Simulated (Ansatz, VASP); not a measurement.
# Rh in VASP and in Ansatz

The input POSCAR:

```
Rh
1.0
    0.0000000000      1.8611670219      1.8611670219
    1.8611670219      0.0000000000      1.8611670219
    1.8611670219      1.8611670219      0.0000000000
Rh
1
Direct
    0.0000000000      0.0000000000      0.0000000000
```

INCAR.step1

```
PREC = Accurate
ENCUT = 580
ISMEAR = 0
SIGMA = 0.1
LREAL = F
LASPH = T
NELM = 120
NBANDS = 14
GGA = PE
ALGO = Normal
EDIFF = 1E-5
LWAVE = T
LCHARG = F
GGA_COMPAT = F
```

Contents of INCAR.step2:

```
PREC = Accurate
ENCUT = 580
EDIFF = 1E-6
ISMEAR = 0
SIGMA = 0.1
LREAL = F
LASPH = T
NELM = 120
ALGO = Normal
ISIF = 2
LWAVE = F
LCHARG = T
METAGGA = R2SCAN
LMIXTAU = T
LELF = T
LVHAR = T
NBANDS = 14
ISTART = 1
GGA_COMPAT = F
```

Contents of KPOINTS:

```
Automatic mesh
0
Gamma
  18 18 18
```

Input for Ansatz:

```yaml
crystal:
  lattice:
    - [0.0, 1.8611670219, 1.8611670219]
    - [1.8611670219, 0.0, 1.8611670219]
    - [1.8611670219, 1.8611670219, 0.0]
  atoms:
    - { symbol: Rh, position: [0.0, 0.0, 0.0] }
basis:
  ecutwfc: 500
kpoints:
  mp_grid: { grid: [18, 18, 18] }
hamiltonian:
  xc: r2scan
scf:
  occupations: { method: gaussian, width: 0.1 }
output:
  forces: true
  stress: true
  eigenvalues: true
```

Alike in both runs: task single point; functional r2SCAN; k mesh 18 × 18 × 18; occupations gaussian, width 0.1 eV; no spin polarisation.

```csv
,VASP,Ansatz
version,VASP 6.6.1,Ansatz 0.2.0
potentials or method,"VASP PAW PBE potentials, release 64 (Rh_sv_GW), cutoff 580 eV","scalar-relativistic, plane waves, PAW"
valence electrons in the cell,17,17
```

VASP gave:

| Quantity | Value |
| --- | --- |
| gap on the k mesh at the Fermi level (eV) | none |
| pressure (GPa) | 18.8 |

Q: Which values does Ansatz return?

A: gap on the k mesh at the Fermi level (eV): none; pressure (GPa): 20.5.

VASP's potentials were made for PBE, not for r2SCAN. A gap of «none» marks a metal or a gap that the smearing closes. The functional is the same, so the differences come from potentials, cutoffs and numerics.
